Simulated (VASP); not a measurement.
Write the native input for VASP 6.6.1 that does the following.

- Task: single point
- Functional: PBEsol
- Potentials or basis: VASP PAW PBE potentials, release 64 (O)
- Cutoff: 520 eV
- k mesh: 13 × 13 × 5
- Occupations: fermi-dirac, width 0.03 eV
- Spin: no spin polarisation
- Dipole correction: no
- Further INCAR settings: ALGO = Normal; EDIFF = 1e-06; NBANDS = 20

The structure of O lies in POSCAR:

```
O
1.0
    2.5438111071      0.0000000000      0.0000000000
   -1.2719055536      2.2030050412      0.0000000000
    0.0000000000      0.0000000000      6.5308711536
O
4
Direct
    0.3333333333      0.6666666667      0.1610000000
    0.6666666667      0.3333333333      0.6610000000
    0.3333333333      0.6666666667      0.3390000000
    0.6666666667      0.3333333333      0.8390000000
```

This cell differs from its parent crystal: volume scaled by 0.98.

The input as run:

INCAR

```
ALGO     = Normal         # electronic algorithm
EDIFF    = 1E-6           # SCF threshold, eV
ENCUT    = 520            # plane-wave cutoff, eV
GGA      = PS             # functional
ISIF     = 2              # what is computed and relaxed
ISMEAR   = -1             # smearing method
LASPH    = T              # aspherical terms in the spheres
LCHARG   = F              # write CHGCAR
LREAL    = F              # projectors in reciprocal space
LWAVE    = F              # write WAVECAR
NBANDS   = 20             # bands
NELM     = 80             # most SCF steps
PREC     = Accurate       # precision mode
SIGMA    = 0.03           # smearing width, eV
```

KPOINTS

```
k-points
0
Gamma
  13 13 5
```

Potentials or basis: VASP PAW PBE potentials, release 64 (O).

Command:

```console
$ cat potpaw_PBE.64/O/POTCAR > POTCAR
$ mpirun -np 1 vasp_std > vasp.out
```

Results of the run:

```yaml
Pressure: 21.0 GPa
Largest_force: 5.476 eV/Å
Band_gap_on_the_k_mesh: zero (band 12 reaches 3.73 eV, above the bottom of band 13 at 1.68 eV)
```

Caveat: the standard files for N, O and F lose accuracy on very short bonds; spin is off for a triplet molecule; the PAW data sets were made with another functional, which shifts forces and pressure a little.

Wall time 33 s on 1 thread of AMD EPYC 7R43 64-Core Processor (Zen 3), on a shared host, peak memory 0.12 GiB.
